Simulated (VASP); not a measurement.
# Re (P6_3/mmc) in VASP: a series of runs

Runs on Re. Level: PBE. Tasks: single point.

All numbers are computed with VASP 6.6.1; they aren't measurements. Logs are shortened: lines on timing, memory, paths and dates and some standing lists are left out, and cuts for length are marked.

**1. The cell of the first run**

The structure is hexagonal, space group P6_3/mmc (No. 194). The conventional cell has a = 2.813 Å, b = 2.813 Å, c = 4.538 Å, α = 90.00°, β = 90.00°, γ = 120.00°. Within 3.7 Å of Re (site symmetry -6m2) lie 12 Re at 2.79 to 2.81 Å.

**2. Single point, PBE (15.55 Å³/atom)**

The input, INCAR:

```
PREC = Accurate
ENCUT = 520
EDIFF = 1E-6
ISMEAR = -1
SIGMA = 0.1
LREAL = False
LASPH = True
NELM = 100
ALGO = Normal
ISIF = 2
LWAVE = False
LCHARG = True
GGA = PE
LELF = True
LVHAR = True
NBANDS = 14
```

The input, KPOINTS:

```
Automatic mesh
0
Gamma
  21 21 12
```

The input, POSCAR:

```
Re
1.0
    2.8134126086      0.0000000000      0.0000000000
   -1.4067063043      2.4364867904      0.0000000000
    0.0000000000      0.0000000000      4.5377527636
Re
2
Direct
    0.3333333333      0.6666666667      0.2500000000
    0.6666666667      0.3333333333      0.7500000000
```

Potentials or basis: VASP PAW PBE potentials, release 64 (Re).

Command:

```bash
cat potpaw_PBE.64/Re/POTCAR > POTCAR
mpirun -np 1 vasp_std > vasp.out
```

OUTCAR:

```text
PREC = Accurate
   ENCUT = 520
   EDIFF = 1E-6
   ISMEAR = -1
   LREAL = False
   LASPH = True
   NELM = 100
   ISIF = 2
   GGA = PE

 ion  position               nearest neighbor table
   1  0.333  0.667  0.250-   2 2.79   2 2.79   2 2.79   2 2.79   2 2.79   2 2.79
   2  0.667  0.333  0.750-   1 2.79   1 2.79   1 2.79   1 2.79   1 2.79   1 2.79

  LATTYP: Found a hexagonal cell.
 ALAT       =     2.8134126086
 C/A-ratio  =     1.6128998462

  Lattice vectors:

 A1 = (   2.8134126086,   0.0000000000,   0.0000000000)
 A2 = (  -1.4067063043,   2.4364867904,   0.0000000000)
 A3 = (   0.0000000000,   0.0000000000,   4.5377527636)

Analysis of symmetry for initial positions (statically):
=====================================================================
 Subroutine PRICEL returns:
 Original cell was already a primitive cell.

 Routine SETGRP: Setting up the symmetry group for a
 hexagonal supercell.

 Subroutine GETGRP returns: Found 24 space group operations
 (whereof 12 operations were pure point group operations)
 out of a pool of 24 trial point group operations.

The static configuration has the point symmetry D_3d.
 The point group associated with its full space group is D_6h.

Analysis of symmetry for dynamics (positions and initial velocities):
=====================================================================
 Subroutine PRICEL returns:
 Original cell was already a primitive cell.

 Routine SETGRP: Setting up the symmetry group for a
 hexagonal supercell.

 Subroutine GETGRP returns: Found 24 space group operations
 (whereof 12 operations were pure point group operations)
 out of a pool of 24 trial point group operations.

The dynamic configuration has the point symmetry D_3d.
 The point group associated with its full space group is D_6h.

 Subroutine INISYM returns: Found 24 space group operations
 (whereof 12 operations are pure point group operations),
 and found     1 'primitive' translations

----------------------------------------------------------------------------------------

                                     Primitive cell

  volume of cell :      31.1056

  direct lattice vectors                    reciprocal lattice vectors
     2.813412609  0.000000000  0.000000000     0.355440221  0.205213507  0.000000000
    -1.406706304  2.436486790  0.000000000     0.000000000  0.410427015  0.000000000
     0.000000000  0.000000000  4.537752764     0.000000000  0.000000000  0.220373399

  length of vectors
     2.813412609  2.813412609  4.537752764     0.410427015  0.410427015  0.220373399

  position of ions in fractional coordinates (direct lattice)
     0.333333333  0.666666667  0.250000000
     0.666666667  0.333333333  0.750000000

  ion indices of the primitive-cell ions
   primitive index   ion index
                 1           1
                 2           2

----------------------------------------------------------------------------------------

 KPOINTS: Automatic mesh

Automatic generation of k-mesh.
 Grid dimensions read from file:
 generate k-points for:   21   21   12

 Generating k-lattice:

  Cartesian coordinates                     Fractional coordinates (reciprocal lattice)
     0.016925725  0.009772072  0.000000000     0.047619048  0.000000000  0.000000000
     0.000000000  0.019544144  0.000000000     0.000000000  0.047619048  0.000000000
     0.000000000  0.000000000  0.018364450     0.000000000  0.000000000  0.083333333

  Length of vectors
     0.019544144  0.019544144  0.018364450

  Shift w.r.t. Gamma in fractional coordinates (k-lattice)
     0.000000000  0.000000000  0.000000000

 Subroutine IBZKPT returns following result:
 ===========================================

 Found    336 irreducible k-points:

 Following reciprocal coordinates:
            Coordinates               Weight
  0.000000  0.000000  0.000000      1.000000
  0.047619 -0.000000  0.000000      6.000000
  0.095238 -0.000000  0.000000      6.000000
  0.142857  0.000000  0.000000      6.000000
  0.190476 -0.000000  0.000000      6.000000
  0.238095 -0.000000  0.000000      6.000000
[... 16 lines left out ...]
  0.142857  0.095238  0.000000     12.000000
  0.190476  0.095238  0.000000     12.000000
 [... further k-points ...]
   k-points           NKPTS =    336   k-points in BZ     NKDIM =    336   number of bands    NBANDS=     14
   number of dos      NEDOS =    301   number of ions     NIONS =      2
   total plane-waves  NPLWV =  20736
   dimension x,y,z NGX =    24 NGY =   24 NGZ =   36
   dimension x,y,z NGXF=    48 NGYF=   48 NGZF=   72
   ions per type =               2
   NGX,Y,Z   is equivalent  to a cutoff of  14.18, 14.18, 13.19 a.u.
   NGXF,Y,Z  is equivalent  to a cutoff of  28.36, 28.36, 26.38 a.u.
 SYSTEM =  unknown system
   PREC   = accura    normal or accurate (medium, high low for compatibility)
   ISTART =      0    job   : 0-new  1-cont  2-samecut
   ICHARG =      2    charge: 1-file 2-atom 10-const
   ISPIN  =      1    spin polarized calculation?
   LNONCOLLINEAR =      F non collinear calculations
   LSORBIT =      F    spin-orbit coupling
   LASPH  =      T    aspherical Exc in radial PAW
   ENCUT  =  520.0 eV  38.22 Ry    6.18 a.u.   5.23  5.23  8.44*2*pi/ulx,y,z
   NELM   =    100;   NELMIN=  2; NELMDL= -5     # of ELM steps
   EDIFF  = 0.1E-05   stopping-criterion for ELM
   LREAL  =      F    real-space projection
   EDIFFG = 0.1E-04   stopping-criterion for IOM
   NSW    =      0    number of steps for IOM
   IBRION =     -1    ionic relax: 0-MD 1-quasi-New 2-CG
   NFREE  =      0    steps in history (QN), initial steepest desc. (CG)
   ISIF   =      2    stress and relaxation
   ISYM   =      2    0-nonsym 1-usesym 2-fastsym
   POTIM  = 0.5000    time-step for ionic-motion
   TEBEG  =    0.0;   TEEND  =   0.0 temperature during run
   PSTRESS=    0.0 pullay stress
   NELECT =      14.0000    total number of electrons
   NUPDOWN=      -1.0000    fix difference up-down
   EMIN   =  10.00;   EMAX   =-10.00  energy-range for DOS
   EFERMI =   0.00;   METHOD = LEGACY
   ISMEAR =    -1;   SIGMA  =   0.10  broadening in eV -4-tet -1-fermi 0-gaus
   EFERMI_NEDOS =   21; number of points for ismear=-14 and -15
   IALGO  =     38    algorithm
   IMIX   =      4    mixing-type and parameters
     AMIX     =   0.40;   BMIX     =  1.00
     AMIX_MAG =   1.60;   BMIX_MAG =  1.00
  volume/ion in A,a.u.               =      15.55       104.96
  Fermi-wavevector in a.u.,A,eV,Ry     =   1.254598  2.370847 21.415804  1.574017
  Thomas-Fermi vector in A             =   2.388396
   LORBIT       =      0    0 simple, 1 ext, 2 COOP (PROOUT), +10 PAW based schemes
   GGA     = PE    functional components
   LHFCALC =     F    Hartree Fock is set to
   AEXX    =    0.0000 exact exchange contribution
   IVDW    =     0    specifies the selected vdW correction
   LEPSILON=     F    determine dielectric tensor
   LRPA    =     F    only Hartree local field effects (RPA)
 non-spin polarized calculation
  energy-cutoff  :      520.00
  volume of cell :       31.11
 maximum number of plane-waves:       852
 NGX is ok and might be reduce to    24
   NGX = 11   NGY = 11   NGZ = 17

 number of electron      14.0000000 magnetization

 Free energy of the ion-electron system (eV)
  ---------------------------------------------------
  ext. energy  EPLUGINS =         0.00000000
  ---------------------------------------------------
  free energy    TOTEN  =       -24.82440585 eV

  energy without entropy =      -24.76575627  energy(sigma->0) =      -24.79508106

 E-fermi :   7.2166     XC(G=0): -13.4257

 val. band max:        7.2130645223   @ k =   0.3333   0.1905   0.4167
 cond. band min:       7.2249521947   @ k =   0.4762   0.0476   0.5000
 fundamental gap:      0.0118876725
 Fermi energy:         7.2166095357

 k-point     1 :       0.0000    0.0000    0.0000
  band No.  band energies     occupation
      1      -2.2685      2.00000
      2       0.9926      2.00000
      3       5.7728      2.00000
      4       5.7728      2.00000
      5       5.7849      2.00000
      6       6.5399      1.99770
      7       6.5399      1.99770
      8       7.3889      0.30290
      9       7.3889      0.30290
     10       7.7477      0.00983
     11      10.3292      0.00000
     12      10.3292      0.00000
     13      16.5206      0.00000
     14      21.2750      0.00000

 k-point     2 :       0.0476   -0.0000    0.0000
  band No.  band energies     occupation
      1      -2.1810      2.00000
      2       1.0751      2.00000
      3       5.4904      2.00000
      4       5.8517      2.00000
      5       6.0388      1.99998
      6       6.4774      1.99877
      7       6.6143      1.99517
      8       7.2252      0.95692
      9       7.3221      0.51650
     10       7.5032      0.10768
     11      10.3738      0.00000
     12      10.7464      0.00000
     13      16.5135      0.00000
     14      21.4658      0.00000

 k-point     3 :       0.0952   -0.0000    0.0000
  band No.  band energies     occupation
      1      -1.9235      2.00000
      2       1.3121      2.00000
      3       5.1585      2.00000
      4       6.0864      1.99998
      5       6.2308      1.99990
      6       6.3839      1.99952
      7       6.5487      1.99749
      8       6.8348      1.95700
      9       7.1404      1.36372
     10       7.3113      0.55918
     11      10.4902      0.00000
     12      11.6475      0.00000
     13      16.4805      0.00000
     14      22.0015      0.00000
[... 324 lines left out ...]
 k-point    23 :       0.1429    0.0952    0.0000
  band No.  band energies     occupation
      1      -0.7414      2.00000
      2       2.2695      2.00000
      3       4.2839      2.00000
      4       4.7819      2.00000
      5       5.7404      2.00000
      6       6.1380      1.99996
      7       6.9990      1.79610
      8       7.1317      1.40089
      9       7.3060      0.58080
     10       8.0674      0.00040
     11      10.7473      0.00000
     12      14.3067      0.00000
     13      16.2062      0.00000
     14      23.0435      0.00000

 k-point    24 :       0.1905    0.0952    0.0000
  band No.  band energies     occupation
      1      -0.1247      2.00000
      2       2.5735      2.00000
      3       4.1011      2.00000
      4       4.1549      2.00000
      5       5.6012      2.00000
      6       5.8657      2.00000
      7       6.9170      1.90478
      8       7.4076      0.25790
      9       7.9856      0.00091
     10       8.7452      0.00000
     11      10.8369      0.00000
     12      15.3915      0.00000
     13      16.0456      0.00000
     14      21.7933      0.00000

 [... further k-points ...]

------------------------ aborting loop because EDIFF is reached ----------------------------------------

  FORCE on cell =-STRESS in cart. coord.  units (eV):
  Direction    XX          YY          ZZ          XY          YZ          ZX
  --------------------------------------------------------------------------------------
  -------------------------------------------------------------------------------------
  Total       -2.6573033     -2.6573033     -2.6942277      0.0000000      0.0000000      0.0000000
  in kB     -136.8716131   -136.8716131   -138.7735045      0.0000000      0.0000000      0.0000000
  external PRESSURE =    -137.5055769 kB  Pullay stress =       0.0000000 kB

 VOLUME and BASIS-vectors are now :
 -----------------------------------------------------------------------------
  energy-cutoff  :      520.00
  volume of cell :       31.11
      direct lattice vectors                 reciprocal lattice vectors
     2.813412609  0.000000000  0.000000000     0.355440221  0.205213507  0.000000000
    -1.406706304  2.436486790  0.000000000     0.000000000  0.410427015  0.000000000
     0.000000000  0.000000000  4.537752764     0.000000000  0.000000000  0.220373399

 POSITION                                       TOTAL-FORCE (eV/Angst)
 -----------------------------------------------------------------------------------
     -0.00000      1.62432      1.13444         0.000000      0.000000      0.000000
      1.40671      0.81216      3.40331        -0.000000     -0.000000      0.000000
 -----------------------------------------------------------------------------------
    total drift:                               -0.000000      0.000000     -0.000000

  FREE ENERGIE OF THE ION-ELECTRON SYSTEM (eV)
  ---------------------------------------------------
  free  energy   TOTEN  =       -24.8244058467 eV

  energy  without entropy=      -24.7657562669  energy(sigma->0) =      -24.79508106
```

Run time: 2.6 min. Hardware: 1 thread of Intel Xeon 8259CL, shared host; peak memory 0.26 GiB.

What came out:

```
Free energy            : -24.8244 eV
Pressure               : -13.8 GPa
Band gap on the k mesh : zero (bands 7 and 8 overlap by 2.96 eV)
```

Stress tensor (GPa, compression positive):
```
-13.69   0.00   0.00
  0.00 -13.69   0.00
  0.00   0.00 -13.88
```

Levels at points of the mesh, in eV from the Fermi level:
```csv
k point,band 4,band 5,band 6,band 7,band 8,band 9,band 10,band 11
"(0.00, 0.00, 0.00)",-1.44,-1.43,-0.68,-0.68,0.17,0.17,0.53,3.11
"(0.00, 0.00, 0.50)",-2.21,-1.57,-1.57,-1.57,-1.57,2.34,2.34,2.34
```

Caveat: the cell stands under tension; spin-orbit coupling is left out, which moves the levels of the heavy elements.

(Continued in part 2 of 2.)
